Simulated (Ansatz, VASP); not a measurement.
# Sc: VASP beside Ansatz

```
Sc
1.0
     5.15875    0.00000    0.00000
    -2.57937    4.46761    0.00000
     0.00000    0.00000    3.23945
Sc
3
Cartesian
  2.5794 4.4676 0.0000
  0.0000 2.9784 1.6197
  2.5794 1.4892 1.6197
```

Alike in both runs: functional BLYP; k mesh 7 × 7 × 10; occupations fermi-dirac, width 0.1 eV; no spin polarisation.

Ansatz relaxed the structure, and its values are those at the end. VASP's run is a single point on that final structure, the one shown.

```csv
,VASP,Ansatz
version,VASP 6.6.1,Ansatz 0.2.0
potentials or method,"VASP PAW PBE potentials, release 64 (Sc_sv), cutoff 520 eV","plane waves (420 eV) with PAW, scalar-relativistic"
valence electrons in the cell,33,33
```

```csv
,VASP,Ansatz,Ansatz less VASP
pressure (GPa),0.0,0.0,-0.01
```

VASP's potentials were made for PBE, not for BLYP.
